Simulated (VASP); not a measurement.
Set up this calculation in VASP 6.6.1, as the native input.

| Property | Result |
| --- | --- |
| Task | single point |
| Functional | r2SCAN |
| Potentials or basis | VASP PAW PBE potentials, release 64 (C_h) |
| Cutoff | 910 eV |
| k mesh | 12 × 12 × 12 |
| Occupations | gaussian, width 0.01 eV |
| Spin | no spin polarisation |
| Dipole correction | no |
| Further INCAR settings | ALGO = Normal; EDIFF = 1e-06; NBANDS = 11 |

C:

```
CELL_PARAMETERS angstrom
0.00000 1.78338 1.78338
1.78338 0.00000 1.78338
1.78338 1.78338 0.00000
ATOMIC_POSITIONS crystal
C 0.50000 0.50000 0.50000
C 0.75000 0.75000 0.75000
```

The input as run:

POSCAR

```
C
1.0
    0.0000000000      1.7833800000      1.7833800000
    1.7833800000      0.0000000000      1.7833800000
    1.7833800000      1.7833800000      0.0000000000
C
2
Direct
    0.5000000000      0.5000000000      0.5000000000
    0.7500000000      0.7500000000      0.7500000000
```

INCAR.step1

```
SYSTEM = C
  ALGO = Normal
  EDIFF = 1E-5
  ENCUT = 910
  GGA = PE
  GGA_COMPAT = .FALSE.
  ISMEAR = 0
  LASPH = .TRUE.
  LCHARG = .FALSE.
  LREAL = .FALSE.
  LWAVE = .TRUE.
  NBANDS = 11
  NELM = 120
  PREC = Accurate
  SIGMA = 0.01
```

INCAR.step2

```
SYSTEM = C
  ALGO = Normal
  EDIFF = 1E-6
  ENCUT = 910
  GGA_COMPAT = .FALSE.
  ISIF = 2
  ISMEAR = 0
  ISTART = 1
  LASPH = .TRUE.
  LCHARG = .FALSE.
  LMIXTAU = .TRUE.
  LREAL = .FALSE.
  LWAVE = .FALSE.
  METAGGA = R2SCAN
  NBANDS = 11
  NELM = 120
  PREC = Accurate
  SIGMA = 0.01
```

KPOINTS

```
k-points
0
G
  12 12 12
  0 0 0
```

Potentials or basis: VASP PAW PBE potentials, release 64 (C_h).

Command:

```console
$ cat potpaw_PBE.64/C_h/POTCAR > POTCAR
$ cp INCAR.step1 INCAR
$ mpirun -np 1 vasp_std > vasp.out
$ cp INCAR.step2 INCAR
$ mpirun -np 1 vasp_std > vasp.out
```

It gave:

| Property | Result |
| --- | --- |
| Pressure | -3.3 GPa |
| Band gap on the k mesh | 4.37 eV (least direct gap 5.88 eV) |

Caveat: the cell stands under tension; the PAW data sets were made with another functional, which shifts forces and pressure a little.

Wall time 71 s on 1 thread of Intel(R) Xeon(R) Platinum 8259CL CPU @ 2.50GHz (Skylake/Cascade Lake), on a shared host, peak memory 0.15 GiB.
